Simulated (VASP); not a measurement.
Runs of VASP 6.6.1 on Hf4O3. The structure is that of space group P-42m (No. 111), or close to it. The cells are those of the table. 

| task | cell | k mesh | cutoff (eV) | smearing | gap on the mesh (eV) | pressure (GPa) | largest force (eV/Å) |
| --- | --- | --- | --- | --- | --- | --- | --- |
| single point | a = 4.624, b = 4.624, c = 4.961 Å, 7 atoms | 6 × 6 × 6 | 520 | gaussian 0.1 eV | none | (b) | 0.12 |
| single point | a = 4.684, b = 4.684, c = 4.993 Å, 7 atoms | 6 × 6 × 6 | 520 | gaussian 0.1 eV | none | 8.5 | 0.12 |
| single point | a = 4.970, b = 4.970, c = 4.781 Å, 7 atoms | 6 × 6 × 6 | 520 | gaussian 0.1 eV | none | -1.7 | 0.23 |
| single point | a = 4.799, b = 4.799, c = 5.042 Å, 7 atoms | 4 × 4 × 4 | 520 | gaussian 0.2 eV | none | -1.0 | 0.11 |
| relaxation of cell and atoms | relaxed from a = 4.626, b = 4.626, c = 4.788 Å, 7 atoms | 4 × 4 × 4 | 600 | gaussian 0.2 eV | none | 0.4 | 0.03 |
| single point | a = 4.560, b = 4.560, c = 4.932 Å, 7 atoms | 6 × 6 × 6 | 520 | gaussian 0.1 eV | none | 22.4 | (a) |
| single point | a = 4.801, b = 4.801, c = 5.056 Å, 7 atoms | 6 × 6 × 6 | 520 | gaussian 0.1 eV | none | -1.7 | 0.12 |
| single point | a = 4.802, b = 4.802, c = 5.055 Å, 7 atoms | 6 × 6 × 6 | 520 | gaussian 0.1 eV | none | -1.7 | 0.12 |

Alike in all rows: level PBE; potentials or basis VASP PAW PBE potentials, release 64 (Hf_pv, O); no spin polarisation.

Q: Estimate the missing entries.

A: (a) 0.13; (b) 14.9.

Caveats: spin-orbit coupling is left out, which moves the levels of the heavy elements; the relaxation stopped at a loose force limit of 0.08 eV/Å, so its end isn't a converged minimum (some runs).

A k mesh can miss the band edges, and the runs leave out spin-orbit coupling on Hf.

A gap of «none» marks levels without a gap at the run's occupations.
